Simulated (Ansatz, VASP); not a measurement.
## Ga5Sb3As2: VASP beside Ansatz

Contents of INCAR:

```
  ALGO = Normal
  EDIFF = 1E-6
  ENCUT = 520
  GGA = PE
  ISIF = 2
  ISMEAR = 0
  LASPH = T
  LCHARG = T
  LELF = T
  LREAL = F
  LVHAR = T
  LWAVE = F
  NBANDS = 56
  NELM = 60
  PREC = Accurate
  SIGMA = 0.1
```

KPOINTS

```
k-points
0
Gamma
  6 6 6
```

POSCAR

```
Ga5Sb3As2
1.0
   -2.1327848000      2.1327848000     15.0562289000
    2.1327848000     -2.1327848000     15.0562289000
    2.1327848000      2.1327848000    -15.0562289000
Ga Sb As
5 3 2
Direct
    0.9082910000      0.9082910000      0.0000000000
    0.5000000000      0.5000000000      0.0000000000
    0.0917090000      0.0917090000      0.0000000000
    0.6972150000      0.6972150000      0.0000000000
    0.3027850000      0.3027850000      0.0000000000
    0.6445730000      0.1445730000      0.5000000000
    0.2500000000      0.7500000000      0.5000000000
    0.8554270000      0.3554270000      0.5000000000
    0.4542110000      0.9542110000      0.5000000000
    0.0457890000      0.5457890000      0.5000000000
```

Input for Ansatz:

```yaml
crystal:
  lattice:
    - [-2.1327848, 2.1327848, 15.0562289]
    - [2.1327848, -2.1327848, 15.0562289]
    - [2.1327848, 2.1327848, -15.0562289]
  atoms:
    - { symbol: Ga, position: [0.908291, 0.908291, 0.0] }
    - { symbol: Ga, position: [0.5, 0.5, 0.0] }
    - { symbol: Ga, position: [0.091709, 0.091709, 0.0] }
    - { symbol: Ga, position: [0.697215, 0.697215, 0.0] }
    - { symbol: Ga, position: [0.302785, 0.302785, 0.0] }
    - { symbol: Sb, position: [0.644573, 0.144573, 0.5] }
    - { symbol: Sb, position: [0.25, 0.75, 0.5] }
    - { symbol: Sb, position: [0.855427, 0.355427, 0.5] }
    - { symbol: As, position: [0.454211, 0.954211, 0.5] }
    - { symbol: As, position: [0.045789, 0.545789, 0.5] }
basis:
  ecutwfc: 420
kpoints:
  mp_grid: { grid: [6, 6, 6] }
hamiltonian:
  xc: pbe
scf:
  occupations: { method: gaussian, width: 0.1 }
  lower_state_search: "off"
output:
  forces: true
  stress: true
  eigenvalues: true
```

Alike in both runs: task single point; functional PBE; k mesh 6 × 6 × 6; occupations gaussian, width 0.1 eV; no spin polarisation.

|  | VASP | Ansatz |
| --- | --- | --- |
| version | VASP 6.6.1 | Ansatz 0.2.0 |
| potentials or method | VASP PAW PBE potentials, release 64 (Ga_d, Sb, As), cutoff 520 eV | scalar-relativistic, plane waves, PAW |
| valence electrons in the cell | 90 | 140 |

|  | VASP | Ansatz | Ansatz less VASP |
| --- | --- | --- | --- |
| gap on the k mesh at the Fermi level (eV) | none | none | - |
| pressure (GPa) | 0.1 | 0.0 | -0.10 |
| traceless stress, the component that is largest in VASP (GPa) | -0.16 | -0.16 | 0.000 |

A gap of «none» marks a metal or a gap that the smearing closes. VASP's potentials hold 90 valence electrons a cell and Ansatz's 140, so a difference there can come from the potentials and not from the codes.

Neither program's run includes spin-orbit coupling.
